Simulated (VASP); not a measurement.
The system is F.

```
F
1.0
     2.86234   -1.70639    0.13645
     2.86234    1.70639    0.13645
    -1.24432    0.00000    6.84039
F
4
Direct
  0.92590 0.58599 0.09459
  0.41401 0.07410 0.40541
  0.07410 0.41401 0.90541
  0.58599 0.92590 0.59459
```

| Quantity | Value |
| --- | --- |
| Program | VASP 6.6.1 |
| Task | relaxation of cell and atoms |
| Functional | PBE |
| Dispersion | D3(BJ) |
| Potentials or basis | VASP PAW PBE potentials, release 64 (F) |
| Cutoff | 600 eV |
| k mesh | 8 × 8 × 4 |
| Occupations | gaussian, width 0.02 eV |
| Spin | no spin polarisation |

At the start: pressure 0.4 GPa; volume 16.85 Å³/atom.

Where does the relaxation end?

Over 67 steps the energy falls by 3.5 meV/atom and the volume is 15.55 Å³/atom (-7.7 %); space group C2/c (No. 15, to 0.05 Å).

Step by step:
```tsv
step	energy change (eV)	largest force (eV/Å)	pressure (GPa)	volume (Å³)
1	0.0000	0.3482	0.43	67.40
3	-0.0032	0.0132	-0.35	67.50
5	-0.0039	0.0190	-0.31	67.22
7	-0.0088	0.0248	-0.18	64.76
9	-0.0093	0.2453	-0.55	61.18
11	-0.0113	0.0127	0.03	61.55
13	-0.0118	0.0263	-0.10	61.96
15	-0.0119	0.0354	-0.15	62.16
17	-0.0119	0.0153	-0.03	62.20
19	-0.0119	0.0046	-0.06	62.19
21	-0.0119	0.0080	-0.03	62.19
23	-0.0119	0.0097	-0.04	62.19
25	-0.0120	0.0083	-0.03	62.18
27	-0.0122	0.0023	-0.06	62.12
29	-0.0125	0.0393	-0.16	61.85
31	-0.0126	0.0141	-0.09	61.92
33	-0.0126	0.0212	-0.01	61.87
35	-0.0127	0.0181	-0.02	61.83
37	-0.0129	0.0052	-0.04	61.65
39	-0.0130	0.0162	-0.05	61.37
41	-0.0130	0.0203	0.05	61.25
43	-0.0131	0.0125	0.04	61.19
45	-0.0131	0.0338	-0.03	60.87
47	-0.0132	0.0068	0.05	60.95
49	-0.0132	0.0256	0.12	60.89
51	-0.0133	0.0064	0.08	60.81
53	-0.0134	0.0074	0.05	60.91
55	-0.0138	0.0321	-0.07	61.38
57	-0.0139	0.0668	-0.18	62.01
59	-0.0140	0.0393	-0.14	62.13
61	-0.0141	0.0122	-0.07	62.24
63	-0.0141	0.0076	-0.04	62.26
65	-0.0141	0.0047	-0.05	62.26
67	-0.0141	0.0026	-0.03	62.18
```

Final structure:
```xyz
4
Lattice="2.6903 -1.7516 0.2292 2.6903 1.7516 0.2292 -0.9220 0.0000 6.5196" Properties=species:S:1:pos:R:3 pbc="T T T"
F     3.9648   -0.5522    0.9766
F     0.9547   -0.5522    2.7416
F     0.4937    0.5522    6.0014
F     3.5038    0.5522    4.2364
```
